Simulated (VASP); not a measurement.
Wanted: the native input for a VASP 6.6.1 run.

* Task: single point
* Functional: PBE
* Potentials or basis: VASP PAW PBE potentials, release 64 (Sb)
* Cutoff: 520 eV
* k mesh: 4 × 4 × 4
* Occupations: gaussian, width 0.1 eV
* Spin: no spin polarisation
* Dipole correction: no
* Further INCAR settings: ALGO = Normal; EDIFF = 1e-06; NBANDS = 20

The structure of Sb lies in POSCAR:

```
Sb
1.0
    4.4290534150     -0.0038153669      0.0047065237
    0.0046574948      5.3493317826      0.0528532078
    2.2099789064      1.8253447536      6.3173739223
Sb
5
Direct
    0.8999737458      0.6000151952      0.6999949660
    0.3000027564      0.2000033228      0.9000008025
    0.6999972436      0.7999966772      0.0999991975
    0.1000262542      0.3999848048      0.3000050340
    0.5000000000      0.0000000000      0.5000000000
```

The cell was built from a structure type or drawn by symmetry, and may not be a known phase.

These files were run (other wordings do the same):

INCAR

```
SYSTEM = Sb
PREC     = Accurate       ! precision mode
ENCUT    = 520            ! plane-wave cutoff, eV
EDIFF    = 1E-6           ! SCF threshold, eV
ISMEAR   = 0              ! smearing method
SIGMA    = 0.1            ! smearing width, eV
LREAL    = .FALSE.        ! projectors in reciprocal space
LASPH    = .TRUE.         ! aspherical terms in the spheres
NELM     = 60             ! most SCF steps
ALGO     = Normal         ! electronic algorithm
ISIF     = 2              ! what is computed and relaxed
LWAVE    = .FALSE.        ! write WAVECAR
LCHARG   = .FALSE.        ! write CHGCAR
GGA      = PE             ! functional
NBANDS   = 20             ! bands
```

KPOINTS

```
Automatic mesh
0
G
  4 4 4
  0 0 0
```

Potentials or basis: VASP PAW PBE potentials, release 64 (Sb).

Launch:

```bash
$ cat potpaw_PBE.64/Sb/POTCAR > POTCAR
$ mpirun -np 1 vasp_std > vasp.out
```

It gave:

```json
{
 "Pressure": "0.0 GPa",
 "Band gap on the k mesh": "zero (an odd number of electrons rules out a gap without spin polarisation)"
}
```

Caveat: the k points lie up to 0.38 Å⁻¹ apart, too coarse for converged energies and pressures of a metal; spin-orbit coupling is left out, which moves the levels of the heavy elements.

It took 43 s on 1 thread of Intel(R) Xeon(R) 6975P-C (Granite Rapids), with other jobs on the host, peak memory 0.28 GiB.
